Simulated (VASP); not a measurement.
**Ta: single point with PBEsol**

Ta:

```
Ta
1.0
     2.94774    0.00000    0.00000
    -1.47387    2.55281    0.00000
     0.00000    0.00000    4.81612
Ta
2
Direct
  0.66667 0.33333 0.75000
  0.33333 0.66667 0.25000
```

This isn't the form of Ta at room conditions, which is bcc.

This cell differs from its parent crystal: ratio of the length along z to the lengths across it x 0.92, volume and fractional coordinates fixed.

```json
{"Program": "VASP 6.6.1", "Task": "single point", "Functional": "PBEsol", "Potentials or basis": "VASP PAW PBE potentials, release 64 (Ta_pv)", "Cutoff": "520 eV", "k mesh": "24 × 24 × 14", "Occupations": "gaussian, width 0.15 eV", "Spin": "no spin polarisation", "Dipole correction": "no", "Further INCAR settings": "ALGO = Fast; EDIFF = 1e-06; NBANDS = 18"}
```

- Pressure: -0.1 GPa
- Band gap on the k mesh: zero (bands 11 and 12 overlap by 2.19 eV)

Stress tensor (GPa, compression positive):
```
-3.98  0.00  0.00
 0.00 -3.98  0.00
 0.00  0.00  7.77
```

Levels at points of the mesh, in eV from the Fermi level:
```
           k point  band 7  band 8  band 9  band 10  band 11  band 12  band 13  band 14  band 15  band 16
(0.00, 0.00, 0.00)   -8.41   -4.90    0.26     0.34     0.34     0.71     1.16     1.16     2.22     2.22
(0.50, 0.00, 0.00)   -4.23   -4.04   -3.43    -0.82     0.10     0.12     0.95     5.90     6.17     6.40
(0.00, 0.00, 0.50)   -6.26   -6.26   -0.78    -0.78     0.27     0.27     0.27     0.27     4.42     4.42
(0.50, 0.00, 0.50)   -4.54   -4.54   -2.18    -2.18     1.43     1.43     2.22     2.22     6.08     6.08
```

Run time: 2.5 min on 1 thread of Intel(R) Xeon(R) Platinum 8488C (Sapphire Rapids) (shared host), peak memory 0.36 GiB.

Caveat: the stress differs along the axes, from -4 to 8 GPa; the PAW data sets were made with another functional, which shifts forces and pressure a little; spin-orbit coupling is left out, which moves the levels of the heavy elements.
